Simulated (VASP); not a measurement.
A run of VASP 6.6.1 is set up as follows.

File INCAR:

```
ALGO = Normal
EDIFF = 1E-6
ENCUT = 520
GGA = PE
ISIF = 2
ISMEAR = -1
LASPH = True
LCHARG = False
LREAL = False
LWAVE = False
NBANDS = 19
NELM = 100
PREC = Accurate
SIGMA = 0.08
```

Contents of KPOINTS:

```
k-points
0
Gamma
  12 12 12
```

POSCAR

```
Cd
1.0
    0.0000000000      2.8202239124      2.8202239124
    2.8202239124      0.0000000000      2.8202239124
    2.8202239124      2.8202239124      0.0000000000
Cd
2
Direct
   -0.1250000000     -0.1250000000     -0.1250000000
    0.1250000000      0.1250000000      0.1250000000
```

Potentials or basis: VASP PAW PBE potentials, release 64 (Cd).

Launch:

```sh
$ cat potpaw_PBE.64/Cd/POTCAR > POTCAR
$ mpirun -np 1 vasp_std > vasp.out
```

(1) Predict the band gap on the k mesh.

(2) What does it give for the pressure?

Answers

(1) zero (bands 12 and 13 overlap by 8.21 eV).

(2) 34.7 GPa.

Caveat: the cell stands under pressure.
